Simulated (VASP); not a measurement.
# HfB2 (P6/mmm) in VASP: notebook

The runs below take HfB2 through relaxation of cell and atoms, with revPBE+D3(BJ), PBEsol, r2SCAN+D4.

All numbers are computed with VASP 6.6.1; they aren't measurements. Logs are shortened: lines on timing, memory, paths and dates and some standing lists are left out, and cuts for length are marked.

### Step 1. The cell of the first run

It takes space group P6/mmm (No. 191, hexagonal). The conventional cell has a = 3.140 Å, b = 3.140 Å, c = 3.480 Å, α = 90.00°, β = 90.00°, γ = 120.00°. Within 3.3 Å of Hf (site symmetry 6/mmm) lie 12 B at 2.51 Å and 6 Hf at 3.14 Å. Within 2.4 Å of B (site symmetry -6m2) lie 3 B at 1.81 Å.

### Step 2. Relaxation of cell and atoms, revPBE+D3(BJ)

File INCAR:

```
  PREC = Accurate
  ENCUT = 600
  EDIFF = 1E-6
  ISMEAR = -1
  SIGMA = 0.1
  LREAL = F
  LASPH = T
  NELM = 100
  ALGO = Normal
  ISIF = 3
  LWAVE = F
  LCHARG = F
  GGA = RE
  IVDW = 12
  IBRION = 2
  NSW = 80
  EDIFFG = -0.005
```

File KPOINTS:

```
Automatic mesh
0
Gamma
  12 12 10
```

File POSCAR:

```
HfB2
1.0
    3.1400000000      0.0000000000      0.0000000000
   -1.5700000000      2.7193197679      0.0000000000
    0.0000000000      0.0000000000      3.4800000000
Hf B
1 2
Direct
    0.0000000000      0.0000000000      0.0000000000
    0.3333333333      0.6666666667      0.5000000000
    0.6666666667      0.3333333333      0.5000000000
```

Potentials or basis: VASP PAW PBE potentials, release 64 (Hf_pv, B).

The run is started by

```console
> cat potpaw_PBE.64/Hf_pv/POTCAR potpaw_PBE.64/B/POTCAR > POTCAR
> mpirun -np 1 vasp_std > vasp.out
```

OUTCAR:

```text
PREC = Accurate
   ENCUT = 600
   EDIFF = 1E-6
   ISMEAR = -1
   LREAL = F
   LASPH = T
   NELM = 100
   ISIF = 3
   GGA = RE
   IVDW = 12
   IBRION = 2
   NSW = 80
   EDIFFG = -0.005
 IVDW          = 12

 ion  position               nearest neighbor table
   1  0.000  0.000  0.000-   2 2.51   3 2.51   2 2.51   3 2.51   3 2.51   3 2.51   2 2.51   2 2.51
                             3 2.51   3 2.51   2 2.51   2 2.51
   2  0.333  0.667  0.500-   3 1.81   3 1.81   3 1.81   1 2.51   1 2.51   1 2.51   1 2.51   1 2.51
                             1 2.51
   3  0.667  0.333  0.500-   2 1.81   2 1.81   2 1.81   1 2.51   1 2.51   1 2.51   1 2.51   1 2.51
                             1 2.51

  LATTYP: Found a hexagonal cell.
 ALAT       =     3.1400000000
 C/A-ratio  =     1.1082802548

  Lattice vectors:

 A1 = (   3.1400000000,   0.0000000000,   0.0000000000)
 A2 = (  -1.5700000000,   2.7193197679,   0.0000000000)
 A3 = (   0.0000000000,   0.0000000000,   3.4800000000)

Analysis of symmetry for initial positions (statically):
=====================================================================
 Subroutine PRICEL returns:
 Original cell was already a primitive cell.

 Routine SETGRP: Setting up the symmetry group for a
 hexagonal supercell.

 Subroutine GETGRP returns: Found 24 space group operations
 (whereof 24 operations were pure point group operations)
 out of a pool of 24 trial point group operations.

The static configuration has the point symmetry D_6h.

Analysis of symmetry for dynamics (positions and initial velocities):
=====================================================================
 Subroutine PRICEL returns:
 Original cell was already a primitive cell.

 Routine SETGRP: Setting up the symmetry group for a
 hexagonal supercell.

 Subroutine GETGRP returns: Found 24 space group operations
 (whereof 24 operations were pure point group operations)
 out of a pool of 24 trial point group operations.

The dynamic configuration has the point symmetry D_6h.

 Subroutine INISYM returns: Found 24 space group operations
 (whereof 24 operations are pure point group operations),
 and found     1 'primitive' translations

----------------------------------------------------------------------------------------

                                     Primitive cell

  volume of cell :      29.7146

  direct lattice vectors                    reciprocal lattice vectors
     3.140000000  0.000000000  0.000000000     0.318471338  0.183869512  0.000000000
    -1.570000000  2.719319768  0.000000000     0.000000000  0.367739025  0.000000000
     0.000000000  0.000000000  3.480000000     0.000000000  0.000000000  0.287356322

  length of vectors
     3.140000000  3.140000000  3.480000000     0.367739025  0.367739025  0.287356322

  position of ions in fractional coordinates (direct lattice)
     0.000000000  0.000000000  0.000000000
     0.333333333  0.666666667  0.500000000
     0.666666667  0.333333333  0.500000000

  ion indices of the primitive-cell ions
   primitive index   ion index
                 1           1
                 2           2
                 3           3

----------------------------------------------------------------------------------------

 KPOINTS: Automatic mesh

Automatic generation of k-mesh.
 Grid dimensions read from file:
 generate k-points for:   12   12   10

 Generating k-lattice:

  Cartesian coordinates                     Fractional coordinates (reciprocal lattice)
     0.026539278  0.015322459  0.000000000     0.083333333  0.000000000  0.000000000
     0.000000000  0.030644919  0.000000000     0.000000000  0.083333333  0.000000000
     0.000000000  0.000000000  0.028735632     0.000000000  0.000000000  0.100000000

  Length of vectors
     0.030644919  0.030644919  0.028735632

  Shift w.r.t. Gamma in fractional coordinates (k-lattice)
     0.000000000  0.000000000  0.000000000

 Subroutine IBZKPT returns following result:
 ===========================================

 Found    114 irreducible k-points:

 Following reciprocal coordinates:
            Coordinates               Weight
  0.000000  0.000000  0.000000      1.000000
  0.083333  0.000000  0.000000      6.000000
  0.166667  0.000000  0.000000      6.000000
  0.250000  0.000000  0.000000      6.000000
  0.333333  0.000000  0.000000      6.000000
  0.416667  0.000000  0.000000      6.000000
[... 16 lines left out ...]
  0.250000  0.000000  0.100000     12.000000
  0.333333  0.000000  0.100000     12.000000
 [... further k-points ...]
   k-points           NKPTS =    114   k-points in BZ     NKDIM =    114   number of bands    NBANDS=     12
   number of dos      NEDOS =    301   number of ions     NIONS =      3
   total plane-waves  NPLWV =  21952
   dimension x,y,z NGX =    28 NGY =   28 NGZ =   28
   dimension x,y,z NGXF=    56 NGYF=   56 NGZF=   56
   ions per type =               1   2
   NGX,Y,Z   is equivalent  to a cutoff of  14.82, 14.82, 13.38 a.u.
[... 72 lines left out ...]
  Total      -1.38574    -1.38574    -1.28015     0.00000    -0.00000     0.00000
  in kB     -74.71765   -74.71765   -69.02442     0.00000    -0.00000     0.00000
  external pressure =      -72.82 kB  Pullay stress =        0.00 kB

 VOLUME and BASIS-vectors are now :
 -----------------------------------------------------------------------------
  energy-cutoff  :      600.00
  volume of cell :       29.71
      direct lattice vectors                 reciprocal lattice vectors
     3.140000000  0.000000000  0.000000000     0.318471338  0.183869512  0.000000000
    -1.570000000  2.719319768  0.000000000     0.000000000  0.367739025  0.000000000
     0.000000000  0.000000000  3.480000000     0.000000000  0.000000000  0.287356322
[... 247 lines left out ...]
 POSITION                                       TOTAL-FORCE (eV/Angst)
 -----------------------------------------------------------------------------------
      0.00000     -0.00000      3.44528         0.000000     -0.000000     -0.000000
     -0.00000      1.79629      1.72264         0.000000     -0.000000      0.000000
      1.55563      0.89814      1.72264        -0.000000      0.000000     -0.000000
 -----------------------------------------------------------------------------------
    total drift:                               -0.000000      0.000000      0.000000

  FREE ENERGIE OF THE ION-ELECTRON SYSTEM (eV)
  ---------------------------------------------------
  free  energy   TOTEN  =       -27.5869658508 eV

  energy  without entropy=      -27.5786782566  energy(sigma->0) =      -27.58282205

--------------------------------------- Ionic step        8  -------------------------------------------

 number of electron      16.0000001 magnetization

 Free energy of the ion-electron system (eV)
  ---------------------------------------------------
  ext. energy  EPLUGINS =         0.00000000
  ---------------------------------------------------
  free energy    TOTEN  =       -25.49076636 eV

  energy without entropy =      -25.48248239  energy(sigma->0) =      -25.48662438

 E-fermi :   8.0757     XC(G=0): -12.7078

 val. band max:        7.9492139210   @ k =   0.1667   0.1667   0.2000
 cond. band min:       8.1327937773   @ k =   0.0833   0.0833   0.3000
 fundamental gap:      0.1835798563
 Fermi energy:         8.0756881334

 k-point     1 :       0.0000    0.0000    0.0000
  band No.  band energies     occupation
      1     -22.5813      2.00000
      2     -22.0507      2.00000
      3     -22.0507      2.00000
      4      -5.9825      2.00000
      5       4.9079      2.00000
      6       5.0202      2.00000
      7       5.0202      2.00000
      8       5.2047      2.00000
      9      12.1667      0.00000
     10      12.1667      0.00000
     11      12.8303      0.00000
     12      12.8303      0.00000

 k-point     2 :       0.0833    0.0000    0.0000
  band No.  band energies     occupation
      1     -22.5715      2.00000
      2     -22.1109      2.00000
      3     -22.0639      2.00000
      4      -5.8277      2.00000
      5       4.5891      2.00000
      6       5.0144      2.00000
      7       5.0632      2.00000
      8       5.0655      2.00000
      9      11.6459      0.00000
     10      12.0556      0.00000
     11      12.0948      0.00000
     12      12.3602      0.00000
[... 316 lines left out ...]
 k-point    24 :       0.3333    0.0000    0.1000
  band No.  band energies     occupation
      1     -22.6852      2.00000
      2     -22.4971      2.00000
      3     -22.1936      2.00000
      4      -3.7028      2.00000
      5       0.9440      2.00000
      6       4.0108      2.00000
      7       4.5434      2.00000
      8       5.5045      2.00000
      9      10.2948      0.00000
     10      11.1281      0.00000
     11      11.5681      0.00000
     12      13.0719      0.00000

 [... further k-points ...]

------------------------ aborting loop because EDIFF is reached ----------------------------------------

 Edisp (eV)   -2.09620

 E8    (eV) :    -1.4752

  FORCE on cell =-STRESS in cart. coord.  units (eV):
  Direction    XX          YY          ZZ          XY          YZ          ZX
  --------------------------------------------------------------------------------------
  -------------------------------------------------------------------------------------
  Total      -0.00410    -0.00410    -0.00543     0.00000     0.00000     0.00000
  in kB      -0.22729    -0.22729    -0.30146     0.00000     0.00000     0.00000
  external pressure =       -0.25 kB  Pullay stress =        0.00 kB

 VOLUME and BASIS-vectors are now :
 -----------------------------------------------------------------------------
  energy-cutoff  :      600.00
  volume of cell :       28.87
      direct lattice vectors                 reciprocal lattice vectors
     3.110782014  0.000000000  0.000000000     0.321462576  0.185596505  0.000000000
    -1.555391007  2.694016249  0.000000000    -0.000000000  0.371193010  0.000000000
     0.000000000 -0.000000000  3.444832585    -0.000000000 -0.000000000  0.290289869

 POSITION                                       TOTAL-FORCE (eV/Angst)
 -----------------------------------------------------------------------------------
      0.00000      0.00000      0.00000        -0.000000      0.000000     -0.000000
     -0.00000      1.79601      1.72242         0.000000      0.000000      0.000000
      1.55539      0.89801      1.72242        -0.000000     -0.000000     -0.000000
 -----------------------------------------------------------------------------------
    total drift:                               -0.000000      0.000000      0.000000

  FREE ENERGIE OF THE ION-ELECTRON SYSTEM (eV)
  ---------------------------------------------------
  free  energy   TOTEN  =       -27.5869706922 eV

  energy  without entropy=      -27.5786867167  energy(sigma->0) =      -27.58282870

 reached required accuracy - stopping structural energy minimisation
```

It took 2 min on 1 thread of Intel Xeon 6975P-C (Granite Rapids), shared host; peak memory 0.22 GiB.

Results:

```yaml
Free_energy: -27.5870 eV
Relaxed_volume: 9.62 Å³/atom
Relaxed_cell: a = 3.111 Å, b = 3.111 Å, c = 3.445 Å, α = 90.00°, β = 90.00°, γ = 120.00°
Space_group_after_relaxing_to_0.1_Å: P6/mmm (No. 191)
Energy_gained_by_relaxing: 6.6 meV/atom
Ionic_steps: 8
Pressure_after_relaxing: 0.0 GPa
Band_gap_on_the_k_mesh: zero (bands 8 and 9 overlap by 1.36 eV)
Dispersion_energy_per_atom: -0.699 eV
```

The path:
```tsv
step	energy change (eV)	largest force (eV/Å)	pressure (GPa)	volume (Å³)
1	0.0000	0.0000	-7.28	29.71
2	0.0144	0.0000	10.68	27.82
3	-0.0197	0.0000	-0.06	28.88
4	-0.0197	0.0000	0.09	28.86
5	-0.0197	0.0000	0.11	28.86
6	-0.0197	0.0000	0.11	28.86
7	-0.0197	0.0000	-0.11	28.88
8	-0.0197	0.0000	-0.03	28.87
```

Final structure:
```
Hf B
1.0
     3.11078    0.00000    0.00000
    -1.55539    2.69402    0.00000
     0.00000    0.00000    3.44483
Hf B
1 2
Direct
  0.00000 0.00000 0.00000
  0.33333 0.66667 0.50000
  0.66667 0.33333 0.50000
```

Caveat: the PAW data sets were made with another functional, which shifts forces and pressure a little; spin-orbit coupling is left out, which moves the levels of the heavy elements.

### Step 3. Relaxation of cell and atoms, PBEsol

File INCAR:

```
SYSTEM = HfB2
  ALGO = Normal
  EDIFF = 1E-7
  EDIFFG = -0.005
  ENCUT = 600
  GGA = PS
  IBRION = 2
  ISIF = 3
  ISMEAR = -1
  LASPH = .TRUE.
  LCHARG = .FALSE.
  LREAL = .FALSE.
  LWAVE = .FALSE.
  NELM = 100
  NSW = 80
  PREC = Accurate
  SIGMA = 0.1
```

File KPOINTS:

```
k-points
0
G
  12 12 10
  0 0 0
```

POSCAR is that of step 2.

Potentials or basis: VASP PAW PBE potentials, release 64 (Hf_pv, B).

The run is started by

```console
> cat potpaw_PBE.64/Hf_pv/POTCAR potpaw_PBE.64/B/POTCAR > POTCAR
> mpirun -np 1 vasp_std > vasp.out
```

Wall time 2.1 min (1 thread of Intel Xeon 6975P-C (Granite Rapids), shared host); peak memory 0.21 GiB.

It converged, with:

* Free energy: -27.8738 eV
* Relaxed volume: 9.73 Å³/atom
* Relaxed cell: a = 3.126 Å, b = 3.126 Å, c = 3.449 Å, α = 90.00°, β = 90.00°, γ = 120.00°
* Space group after relaxing (to 0.1 Å): P6/mmm (No. 191)
* Energy gained by relaxing: 2.6 meV/atom
* Ionic steps: 9
* Pressure after relaxing: 0.0 GPa
* Band gap on the k mesh: zero (bands 8 and 9 overlap by 1.34 eV)

The path:
```tsv
step	energy change (eV)	largest force (eV/Å)	pressure (GPa)	volume (Å³)
1	0.0000	0.0000	-4.48	29.71
2	0.0049	0.0000	6.31	28.54
3	-0.0076	0.0000	0.05	29.19
4	-0.0076	0.0000	0.14	29.18
5	-0.0078	0.0000	0.09	29.18
6	-0.0078	0.0000	0.09	29.18
7	-0.0078	0.0000	0.09	29.18
8	-0.0078	0.0000	-0.09	29.20
9	-0.0078	0.0000	0.01	29.19
```

Final structure:
```
Hf B
1.0
     3.12613    0.00000    0.00000
    -1.56307    2.70731    0.00000
     0.00000    0.00000    3.44909
Hf B
1 2
Direct
  0.00000 0.00000 0.00000
  0.33333 0.66667 0.50000
  0.66667 0.33333 0.50000
```

Levels at points of the mesh, in eV from the Fermi level:
| k point | band 6 | band 7 | band 8 | band 9 | band 10 | band 11 |
| --- | --- | --- | --- | --- | --- | --- |
| (0.00, 0.00, 0.00) | -3.03 | -3.03 | -2.77 | 4.01 | 4.01 | 4.73 |
| (0.50, 0.00, 0.00) | -4.24 | -3.51 | -3.02 | 2.13 | 2.69 | 5.66 |
| (0.00, 0.00, 0.50) | -1.25 | -1.25 | 0.18 | 0.18 | 0.92 | 0.92 |
| (0.50, 0.00, 0.50) | -5.12 | -4.86 | -2.69 | 4.04 | 4.21 | 6.29 |

Caveat: the PAW data sets were made with another functional, which shifts forces and pressure a little; spin-orbit coupling is left out, which moves the levels of the heavy elements.

### Step 4. Relaxation of cell and atoms, r2SCAN+D4

POSCAR is that of step 3.

File INCAR.step1:

```
PREC     = Accurate       # precision mode
ENCUT    = 600            # plane-wave cutoff, eV
ISMEAR   = -1             # smearing method
SIGMA    = 0.1            # smearing width, eV
LREAL    = F              # projectors in reciprocal space
LASPH    = T              # aspherical terms in the spheres
NELM     = 60             # most SCF steps
GGA      = PE             # functional
ALGO     = Normal         # electronic algorithm
EDIFF    = 1E-4           # SCF threshold, eV
LWAVE    = T              # write WAVECAR
LCHARG   = F              # write CHGCAR
```

File INCAR.step2:

```
PREC     = Accurate       # precision mode
ENCUT    = 600            # plane-wave cutoff, eV
EDIFF    = 1E-7           # SCF threshold, eV
ISMEAR   = -1             # smearing method
SIGMA    = 0.1            # smearing width, eV
LREAL    = F              # projectors in reciprocal space
LASPH    = T              # aspherical terms in the spheres
NELM     = 60             # most SCF steps
ALGO     = Normal         # electronic algorithm
ISIF     = 3              # what is computed and relaxed
LWAVE    = F              # write WAVECAR
LCHARG   = F              # write CHGCAR
METAGGA  = R2SCAN         # meta-GGA
LMIXTAU  = T            
IVDW     = 13             # dispersion correction
VDW_S6   = 1.0          
VDW_S8   = 0.6018749    
VDW_A1   = 0.51559235   
VDW_A2   = 5.77342911   
IBRION   = 2              # ionic algorithm
NSW      = 80             # ionic steps
EDIFFG   = -0.005         # ionic threshold
ISTART   = 1
```

File KPOINTS:

```
Automatic mesh
0
Gamma
  12 12 10
```

The run is started by

```console
> cat potpaw_PBE.64/Hf_pv/POTCAR potpaw_PBE.64/B/POTCAR > POTCAR
> cp INCAR.step1 INCAR
> mpirun -np 1 vasp_std > vasp.out
> cp INCAR.step2 INCAR
> mpirun -np 1 vasp_std > vasp.out
```

Wall time 7.9 min (1 thread of Intel Xeon 6975P-C (Granite Rapids), shared host); peak memory 0.21 GiB.

The run converged. Its results:

- Free energy: -63.4424 eV
- Relaxed volume: 9.78 Å³/atom
- Relaxed cell: a = 3.128 Å, b = 3.128 Å, c = 3.462 Å, α = 90.00°, β = 90.00°, γ = 120.00°
- Space group after relaxing (to 0.1 Å): P6/mmm (No. 191)
- Energy gained by relaxing: 1.3 meV/atom
- Ionic steps: 5
- Pressure after relaxing: 0.0 GPa
- Band gap on the k mesh: zero (bands 8 and 9 overlap by 1.48 eV)
- Dispersion energy per atom: -0.115 eV

Step by step:
```
step  energy change (eV)  largest force (eV/Å)  pressure (GPa)  volume (Å³)
   1              0.0000                0.0000           -3.34        29.71
   2              0.0034                0.0000            4.73        28.83
   3             -0.0039                0.0000           -0.07        29.34
   4             -0.0039                0.0000            0.01        29.33
   5             -0.0039                0.0000            0.00        29.33
```

Final structure:
```
CELL_PARAMETERS angstrom
3.12766 0.00000 0.00000
-1.56383 2.70864 0.00000
0.00000 0.00000 3.46225
ATOMIC_POSITIONS crystal
Hf 0.00000 0.00000 0.00000
B 0.33333 0.66667 0.50000
B 0.66667 0.33333 0.50000
```

Levels at points of the mesh, in eV from the Fermi level:
| k point | band 6 | band 7 | band 8 | band 9 | band 10 | band 11 |
| --- | --- | --- | --- | --- | --- | --- |
| (0.00, 0.00, 0.00) | -3.20 | -3.20 | -3.18 | 4.18 | 4.18 | 4.91 |
| (0.50, 0.00, 0.00) | -4.53 | -3.83 | -3.14 | 2.09 | 2.79 | 5.85 |
| (0.00, 0.00, 0.50) | -1.40 | -1.40 | 0.21 | 0.21 | 0.98 | 0.98 |
| (0.50, 0.00, 0.50) | -5.43 | -5.13 | -3.12 | 4.06 | 4.41 | 6.47 |

Caveat: the PAW data sets were made with another functional, which shifts forces and pressure a little; spin-orbit coupling is left out, which moves the levels of the heavy elements.

### Step 5. Overview

```tsv
level	gap on the mesh (eV)	pressure (GPa)	relaxed volume (Å³/atom)
revPBE+D3(BJ)	none	0.0	9.62
PBEsol	none	0.0	9.73
r2SCAN+D4	none	0.0	9.78
```

Alike in all rows: task relaxation of cell and atoms; potentials or basis VASP PAW PBE potentials, release 64 (Hf_pv, B); no spin polarisation; cell relaxed; k mesh 12 × 12 × 10; cutoff (eV) 600; smearing fermi-dirac 0.1 eV.

Caveats: the PAW data sets were made with another functional, which shifts forces and pressure a little; spin-orbit coupling is left out, which moves the levels of the heavy elements.

Absolute energies hang on the potentials; compare differences alone.

The gap in the log of VASP goes by the Fermi energy; the results here count the filled bands.